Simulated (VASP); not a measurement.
Here is a VASP 6.6.1 calculation.

Contents of INCAR:

```
ALGO = Normal
EDIFF = 1E-6
EDIFFG = -0.04
ENCUT = 600
GGA = PE
IBRION = 2
ISIF = 3
ISMEAR = 0
LASPH = T
LCHARG = F
LREAL = F
LWAVE = F
NELM = 80
NSW = 90
PREC = Accurate
SIGMA = 0.1
```

KPOINTS

```
k-points
0
Gamma
  6 6 4
```

File POSCAR:

```
Mo3N
1.0
    5.3075869599      0.0000000000      0.0000000000
   -2.6537934799      4.5965051400      0.0000000000
    0.0000000000      0.0000000000      4.2601574552
Mo N
6 2
Direct
    0.8330000000      0.6660000000      0.2500000000
    0.1670000000      0.8330000000      0.7500000000
    0.3340000000      0.1670000000      0.2500000000
    0.1670000000      0.3340000000      0.7500000000
    0.8330000000      0.1670000000      0.2500000000
    0.6660000000      0.8330000000      0.7500000000
    0.3333333333      0.6666666667      0.2500000000
    0.6666666667      0.3333333333      0.7500000000
```

Potentials or basis: VASP PAW PBE potentials, release 64 (Mo_sv, N).

Command:

```console
$ cat potpaw_PBE.64/Mo_sv/POTCAR potpaw_PBE.64/N/POTCAR > POTCAR
$ mpirun -np 1 vasp_std > vasp.out
```

Question: What does it give for the space group after relaxing (to 0.05 Å)?

Answer: P6_3/mmc (No. 194).

Question: Predict the band gap on the k mesh.

Answer: Zero (band 47 reaches 12.68 eV, above the bottom of band 48 at 11.38 eV).

Question: What does it give for the relaxed volume?

Answer: 13.66 Å³/atom.

Final structure:
```xyz
8
Lattice="5.2964 0.0000 0.0000 -2.6482 4.5868 0.0000 0.0000 0.0000 4.4967" Properties=species:S:1:pos:R:3 pbc="T T T"
Mo    2.6482    3.0746    1.1242
Mo   -1.3386    3.8307    3.3725
Mo    1.3096    0.7561    1.1242
Mo    0.0000    1.5122    3.3725
Mo    3.9868    0.7561    1.1242
Mo    1.3386    3.8307    3.3725
N     0.0000    3.0579    1.1242
N     2.6482    1.5289    3.3725
```

Caveat: the k points lie up to 0.35 Å⁻¹ apart in the final cell.
